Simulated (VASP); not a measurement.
# BN (Fmm2) in VASP: further runs

BN is run at these levels: PBE; tasks: single point, relaxation of cell and atoms.

Program: VASP 6.6.1. These are calculated values, not measurements. Logs are shortened: lines on timing, memory, paths and dates and some standing lists are left out, and cuts for length are marked.

### 1 The cell of the first run

It takes space group Fmm2 (No. 42, orthorhombic). The conventional cell has a = 2.512 Å, b = 8.436 Å, c = 4.351 Å, α = 90.00°, β = 90.00°, γ = 90.00°. B (site symmetry mm2) has 3 N at 1.45 Å within 1.9 Å. Within 1.9 Å of N (site symmetry mm2) lie 3 B at 1.45 Å.

### 2 Single point, PBE

Input file INCAR:

```
PREC = Accurate
ENCUT = 520
EDIFF = 1E-7
ISMEAR = 0
SIGMA = 0.02
LREAL = F
LASPH = T
NELM = 60
ALGO = Normal
ISIF = 2
LWAVE = F
LCHARG = F
GGA = PE
NBANDS = 11
```

Input file KPOINTS:

```
Automatic mesh
0
Gamma
  12 12 12
```

Input file POSCAR:

```
BN
1.0
    0.0000000000      4.2180652538      2.1754443593
    1.2561266182      0.0000000000      2.1754443593
    1.2561266182      4.2180652538      0.0000000000
B N
1 1
Direct
    0.0000254989      0.0000254989      0.9999745011
    0.6666744911      0.6666744911      0.3333255089
```

Potentials or basis: VASP PAW PBE potentials, release 64 (B, N).

Run with:

```
> cat potpaw_PBE.64/B/POTCAR potpaw_PBE.64/N/POTCAR > POTCAR
> mpirun -np 1 vasp_std > vasp.out
```

OUTCAR:

```text
PREC = Accurate
   ENCUT = 520
   EDIFF = 1E-7
   ISMEAR = 0
   LREAL = F
   LASPH = T
   NELM = 60
   ISIF = 2
   GGA = PE

 ion  position               nearest neighbor table
   1  0.000  0.000  1.000-   2 1.45   2 1.45   2 1.45
   2  0.667  0.667  0.333-   1 1.45   1 1.45   1 1.45

  LATTYP: Found a face centered orthorhombic cell.
 ALAT       =     2.5122532364
 B/A-ratio  =     1.7318670967
 C/A-ratio  =     3.3579936869

  Lattice vectors:

 A1 = (   0.0000000000,   4.2180652538,   2.1754443593)
 A2 = (  -1.2561266182,   4.2180652538,   0.0000000000)
 A3 = (  -1.2561266182,   0.0000000000,   2.1754443593)

Analysis of symmetry for initial positions (statically):
=====================================================================
 Subroutine PRICEL returns:
 Original cell was already a primitive cell.

 Routine SETGRP: Setting up the symmetry group for a
 face centered orthorhombic supercell.

 Subroutine GETGRP returns: Found  4 space group operations
 (whereof  4 operations were pure point group operations)
 out of a pool of  8 trial point group operations.

The static configuration has the point symmetry C_2v.

Analysis of symmetry for dynamics (positions and initial velocities):
=====================================================================
 Subroutine PRICEL returns:
 Original cell was already a primitive cell.

 Routine SETGRP: Setting up the symmetry group for a
 face centered orthorhombic supercell.

 Subroutine GETGRP returns: Found  4 space group operations
 (whereof  4 operations were pure point group operations)
 out of a pool of  8 trial point group operations.

The dynamic configuration has the point symmetry C_2v.

 Subroutine INISYM returns: Found  4 space group operations
 (whereof  4 operations are pure point group operations),
 and found     1 'primitive' translations

----------------------------------------------------------------------------------------

                                     Primitive cell

  volume of cell :      23.0529

  direct lattice vectors                    reciprocal lattice vectors
     0.000000000  4.218065254  2.175444359    -0.398049044  0.118537758  0.229838101
     1.256126618  0.000000000  2.175444359     0.398049044 -0.118537758  0.229838101
     1.256126618  4.218065254  0.000000000     0.398049044  0.118537758 -0.229838101

  length of vectors
     4.746012289  2.512053391  4.401128102     0.474678622  0.474678622  0.474678622

  position of ions in fractional coordinates (direct lattice)
     0.000025499  0.000025499  0.999974501
     0.666674491  0.666674491  0.333325509

  ion indices of the primitive-cell ions
   primitive index   ion index
                 1           1
                 2           2

----------------------------------------------------------------------------------------

 KPOINTS: Automatic mesh

Automatic generation of k-mesh.
 Grid dimensions read from file:
 generate k-points for:   12   12   12

 Generating k-lattice:

  Cartesian coordinates                     Fractional coordinates (reciprocal lattice)
    -0.033170754  0.009878147  0.019153175     0.083333333 -0.000000000 -0.000000000
     0.033170754 -0.009878147  0.019153175     0.000000000  0.083333333  0.000000000
     0.033170754  0.009878147 -0.019153175     0.000000000  0.000000000  0.083333333

  Length of vectors
     0.039556552  0.039556552  0.039556552

  Shift w.r.t. Gamma in fractional coordinates (k-lattice)
     0.000000000  0.000000000  0.000000000

 Subroutine IBZKPT returns following result:
 ===========================================

 Found    280 irreducible k-points:

 Following reciprocal coordinates:
            Coordinates               Weight
  0.000000  0.000000  0.000000      1.000000
  0.083333  0.000000  0.000000      8.000000
  0.166667  0.000000  0.000000      8.000000
  0.250000 -0.000000 -0.000000      8.000000
  0.333333  0.000000  0.000000      8.000000
  0.416667  0.000000  0.000000      8.000000
[... 16 lines left out ...]
  0.500000  0.166667 -0.000000      8.000000
 -0.416667  0.166667 -0.000000      8.000000
 [... further k-points ...]
   k-points           NKPTS =    280   k-points in BZ     NKDIM =    280   number of bands    NBANDS=     11
   number of dos      NEDOS =    301   number of ions     NIONS =      2
   total plane-waves  NPLWV =  25920
   dimension x,y,z NGX =    36 NGY =   20 NGZ =   36
   dimension x,y,z NGXF=    72 NGYF=   40 NGZF=   72
   ions per type =               1   1
   NGX,Y,Z   is equivalent  to a cutoff of  12.61, 13.24, 13.60 a.u.
   NGXF,Y,Z  is equivalent  to a cutoff of  25.22, 26.47, 27.20 a.u.
 SYSTEM =  unknown system
   PREC   = accura    normal or accurate (medium, high low for compatibility)
   ISTART =      0    job   : 0-new  1-cont  2-samecut
   ICHARG =      2    charge: 1-file 2-atom 10-const
   ISPIN  =      1    spin polarized calculation?
   LNONCOLLINEAR =      F non collinear calculations
   LSORBIT =      F    spin-orbit coupling
   LASPH  =      T    aspherical Exc in radial PAW
   ENCUT  =  520.0 eV  38.22 Ry    6.18 a.u.   8.82  4.67  8.18*2*pi/ulx,y,z
   NELM   =     60;   NELMIN=  2; NELMDL= -5     # of ELM steps
   EDIFF  = 0.1E-06   stopping-criterion for ELM
   LREAL  =      F    real-space projection
   EDIFFG = 0.1E-05   stopping-criterion for IOM
   NSW    =      0    number of steps for IOM
   IBRION =     -1    ionic relax: 0-MD 1-quasi-New 2-CG
   NFREE  =      0    steps in history (QN), initial steepest desc. (CG)
   ISIF   =      2    stress and relaxation
   ISYM   =      2    0-nonsym 1-usesym 2-fastsym
   POTIM  = 0.5000    time-step for ionic-motion
   TEBEG  =    0.0;   TEEND  =   0.0 temperature during run
   PSTRESS=    0.0 pullay stress
   NELECT =       8.0000    total number of electrons
   NUPDOWN=      -1.0000    fix difference up-down
   EMIN   =  10.00;   EMAX   =-10.00  energy-range for DOS
   EFERMI =   0.00;   METHOD = LEGACY
   ISMEAR =     0;   SIGMA  =   0.02  broadening in eV -4-tet -1-fermi 0-gaus
   EFERMI_NEDOS =   21; number of points for ismear=-14 and -15
   IALGO  =     38    algorithm
   IMIX   =      4    mixing-type and parameters
     AMIX     =   0.40;   BMIX     =  1.00
     AMIX_MAG =   1.60;   BMIX_MAG =  1.00
  volume/ion in A,a.u.               =      11.53        77.78
  Fermi-wavevector in a.u.,A,eV,Ry     =   1.150438  2.174013 18.007418  1.323508
  Thomas-Fermi vector in A             =   2.287102
   LORBIT       =      0    0 simple, 1 ext, 2 COOP (PROOUT), +10 PAW based schemes
   GGA     = PE    functional components
   LHFCALC =     F    Hartree Fock is set to
   AEXX    =    0.0000 exact exchange contribution
   IVDW    =     0    specifies the selected vdW correction
   LEPSILON=     F    determine dielectric tensor
   LRPA    =     F    only Hartree local field effects (RPA)
 non-spin polarized calculation
 Gauss-broadening in eV      SIGMA  =   0.02
  energy-cutoff  :      520.00
  volume of cell :       23.05
 maximum number of plane-waves:       639
   NGX = 17   NGY =  9   NGZ = 17

 number of electron       8.0000000 magnetization

 Free energy of the ion-electron system (eV)
  ---------------------------------------------------
  ext. energy  EPLUGINS =         0.00000000
  ---------------------------------------------------
  free energy    TOTEN  =       -17.60328588 eV

  energy without entropy =      -17.60328588  energy(sigma->0) =      -17.60328588

 E-fermi :   0.6426     XC(G=0):  -8.5149

 val. band max:        0.5637482773   @ k =   0.5000  -0.3333   0.1667
 cond. band min:       4.9041530809   @ k =   0.0000   0.0000   0.0000
 fundamental gap:      4.3404048036
 Fermi energy:         0.6425816428

 k-point     1 :       0.0000    0.0000    0.0000
  band No.  band energies     occupation
      1     -17.0970      2.00000
      2      -4.3771      2.00000
      3      -0.8166      2.00000
      4      -0.8163      2.00000
      5       4.9042      0.00000
      6      12.0427      0.00000
      7      12.0543      0.00000
      8      12.8551      0.00000
      9      14.0742      0.00000
     10      21.0575      0.00000
     11      25.6520      0.00000

 k-point     2 :       0.0833    0.0000    0.0000
  band No.  band energies     occupation
      1     -16.9633      2.00000
      2      -4.2133      2.00000
      3      -1.3761      2.00000
      4      -1.0720      2.00000
      5       5.1801      0.00000
      6      11.9551      0.00000
      7      12.4719      0.00000
      8      12.6325      0.00000
      9      14.5166      0.00000
     10      20.7930      0.00000
     11      26.1468      0.00000

 k-point     3 :       0.1667    0.0000    0.0000
  band No.  band energies     occupation
      1     -16.5701      2.00000
      2      -3.7284      2.00000
      3      -2.7806      2.00000
      4      -1.6950      2.00000
      5       5.9413      0.00000
      6      11.3743      0.00000
      7      11.7463      0.00000
      8      14.2256      0.00000
      9      15.5818      0.00000
     10      20.1424      0.00000
     11      25.1010      0.00000

 k-point     4 :       0.2500   -0.0000   -0.0000
  band No.  band energies     occupation
      1     -15.9449      2.00000
      2      -4.5560      2.00000
      3      -2.9445      2.00000
      4      -2.4173      2.00000
      5       7.0666      0.00000
      6       9.8065      0.00000
      7      11.4892      0.00000
      8      16.4761      0.00000
      9      16.8002      0.00000
     10      19.2465      0.00000
     11      23.3019      0.00000
[... 239 lines left out ...]
 k-point    22 :       0.4167    0.1667   -0.0000
  band No.  band energies     occupation
      1     -14.8393      2.00000
      2      -6.3190      2.00000
      3      -4.2420      2.00000
      4      -1.4473      2.00000
      5       7.3927      0.00000
      6       9.2965      0.00000
      7      13.1501      0.00000
      8      15.7588      0.00000
      9      16.7166      0.00000
     10      20.5078      0.00000
     11      22.0428      0.00000

 k-point    23 :       0.5000    0.1667   -0.0000
  band No.  band energies     occupation
      1     -14.1155      2.00000
      2      -7.4970      2.00000
      3      -4.7606      2.00000
      4      -0.4642      2.00000
      5       6.0021      0.00000
      6      10.9667      0.00000
      7      13.1970      0.00000
      8      15.2194      0.00000
      9      17.2555      0.00000
     10      20.3432      0.00000
     11      21.0301      0.00000

 k-point    24 :      -0.4167    0.1667   -0.0000
  band No.  band energies     occupation
      1     -13.7816      2.00000
      2      -7.9984      2.00000
      3      -4.9304      2.00000
      4      -0.0033      2.00000
      5       5.3491      0.00000
      6      11.9915      0.00000
      7      13.5712      0.00000
      8      14.5805      0.00000
      9      17.0094      0.00000
     10      19.9236      0.00000
     11      21.1051      0.00000

 [... further k-points ...]
[... 5 lines left out ...]
  --------------------------------------------------------------------------------------
  -------------------------------------------------------------------------------------
  Total        0.0179236     -0.0107062      0.0180014      0.0000000      0.0000000      0.0000000
  in kB        1.2456940     -0.7440846      1.2510994      0.0000000      0.0000000      0.0000000
  external PRESSURE =       0.5842363 kB  Pullay stress =       0.0000000 kB

 VOLUME and BASIS-vectors are now :
 -----------------------------------------------------------------------------
  energy-cutoff  :      520.00
  volume of cell :       23.05
      direct lattice vectors                 reciprocal lattice vectors
     0.000000000  4.218065254  2.175444359    -0.398049044  0.118537758  0.229838101
     1.256126618  0.000000000  2.175444359     0.398049044 -0.118537758  0.229838101
     1.256126618  4.218065254  0.000000000     0.398049044  0.118537758 -0.229838101

 POSITION                                       TOTAL-FORCE (eV/Angst)
 -----------------------------------------------------------------------------------
      1.25613      4.21807      0.00011         0.000000      0.000000     -0.000247
      1.25613      4.21807      2.90063         0.000000      0.000000      0.000247
 -----------------------------------------------------------------------------------
    total drift:                                0.000005     -0.000001      0.000009

  FREE ENERGIE OF THE ION-ELECTRON SYSTEM (eV)
  ---------------------------------------------------
  free  energy   TOTEN  =       -17.6032858760 eV

  energy  without entropy=      -17.6032858760  energy(sigma->0) =      -17.60328588
```

Run time: 60 s. Hardware: 1 thread of AMD EPYC 9R45 (Zen 5), shared host; peak memory 0.18 GiB.

What came out:

```
Free energy            : -17.6033 eV
Pressure               : 0.1 GPa
Band gap on the k mesh : 4.34 eV, indirect (least direct gap 4.60 eV)
```

Stress tensor (GPa, compression positive):
```
 0.12  0.00  0.00
 0.00 -0.07  0.00
 0.00  0.00  0.13
```

Levels at points of the mesh, in eV from the valence-band top:
```tsv
k point	band 1	band 2	band 3	band 4	band 5	band 6	band 7	band 8	band 9
(0.00, 0.00, 0.00)	-17.66	-4.94	-1.38	-1.38	4.34	11.48	11.49	12.29	13.51
(0.50, 0.00, 0.00)	-14.59	-8.88	-4.15	-0.93	4.73	9.67	12.65	14.00	17.55
(0.50, 0.50, 0.00)	-14.59	-8.90	-4.15	-0.79	5.15	9.40	11.94	12.89	17.93
(0.50, 0.00, 0.50)	-17.62	-5.50	-1.38	-1.38	7.62	9.92	11.47	11.49	14.06
(0.00, 0.50, 0.50)	-14.58	-8.86	-4.15	-1.06	4.39	9.83	13.48	16.34	16.44
```

### 3 Relaxation of cell and atoms, PBE

This run uses another cell than the first one, of 9.08 Å³/atom, 0.788 times its volume.

Input file INCAR:

```
PREC = Accurate
ENCUT = 600
EDIFF = 1E-7
ISMEAR = 0
SIGMA = 0.02
LREAL = F
LASPH = T
NELM = 60
ALGO = Normal
ISIF = 3
LWAVE = F
LCHARG = F
GGA = PE
IBRION = 2
NSW = 70
EDIFFG = -0.005
```

Input file KPOINTS:

```
regular mesh
0
Gamma
  12 12 12
```

Input file POSCAR:

```
BN
1.0
    0.0000000000      3.3394821895      2.1688319106
    1.2538424675      0.0000000000      2.1688319106
    1.2538424675      3.3394821895      0.0000000000
B N
1 1
Direct
    0.0001068737      0.0001068737      0.9998931263
    0.6665931163      0.6665931163      0.3334068837
```

Potentials or basis: VASP PAW PBE potentials, release 64 (B, N).

Run with:

```
> cat potpaw_PBE.64/B/POTCAR potpaw_PBE.64/N/POTCAR > POTCAR
> mpirun -np 1 vasp_std > vasp.out
```

Wall time 4.1 min (1 thread of AMD EPYC 9R45 (Zen 5), shared host); peak memory 0.15 GiB.

Results (log left out):

- Free energy: -17.5995 eV
- Relaxed volume: 10.53 Å³/atom
- Relaxed cell: a = 4.424 Å, b = 2.512 Å, c = 4.052 Å, α = 81.08°, β = 34.12°, γ = 64.80°
- Space group after relaxing (to 0.05 Å): Fmm2 (No. 42)
- Energy gained by relaxing: 10.3 meV/atom
- Ionic steps: 14
- Pressure after relaxing: 0.0 GPa
- Band gap on the k mesh: 4.16 eV, indirect (least direct gap 4.56 eV)

Step by step:
```
step  energy change (eV)  largest force (eV/Å)  pressure (GPa)  volume (Å³)
   1              0.0000                0.0005            2.54        18.16
   2             -0.0006                0.0022           -2.17        18.54
   3             -0.0017                0.0010           -0.10        18.37
   4             -0.0047                0.0000           -0.08        18.56
   5             -0.0116                0.0038            0.05        19.12
   6             -0.0191                0.0139            0.41        20.24
   7             -0.0134                0.0399            0.77        22.46
   8             -0.0203                0.0196            0.57        20.78
   9             -0.0204                0.0218            0.62        20.97
  10             -0.0110                0.2809           -4.79        21.76
  11             -0.0206                0.0158            0.02        21.05
  12             -0.0206                0.0152            0.03        21.05
  13             -0.0203                0.1364           -0.33        21.08
  14             -0.0206                0.0005            0.00        21.06
```

Final structure:
```
B N
1.0
     0.00000    3.85249    2.17513
     1.25633    0.00000    2.17513
     1.25633    3.85249    0.00000
B N
1 1
Direct
  0.00004 0.00004 0.99996
  0.66666 0.66666 0.33334
```

Levels at points of the mesh, in eV from the valence-band top:
```csv
k point,band 1,band 2,band 3,band 4,band 5,band 6,band 7,band 8
"(0.00, 0.00, 0.00)",-17.71,-4.75,-1.40,-1.40,4.53,11.45,11.48,12.61
"(0.50, 0.00, 0.00)",-14.61,-8.91,-4.17,-0.96,4.68,9.68,12.90,14.64
"(0.50, 0.50, 0.00)",-14.63,-8.95,-4.17,-0.70,5.38,9.34,12.02,13.19
"(0.50, 0.00, 0.50)",-17.62,-5.72,-1.41,-1.40,8.51,10.89,11.43,11.47
"(0.00, 0.50, 0.50)",-14.59,-8.86,-4.19,-1.20,4.16,9.82,13.88,17.35
```

Caveat: the volume moved by over 15 % at a fixed basis, so the end points are rough.
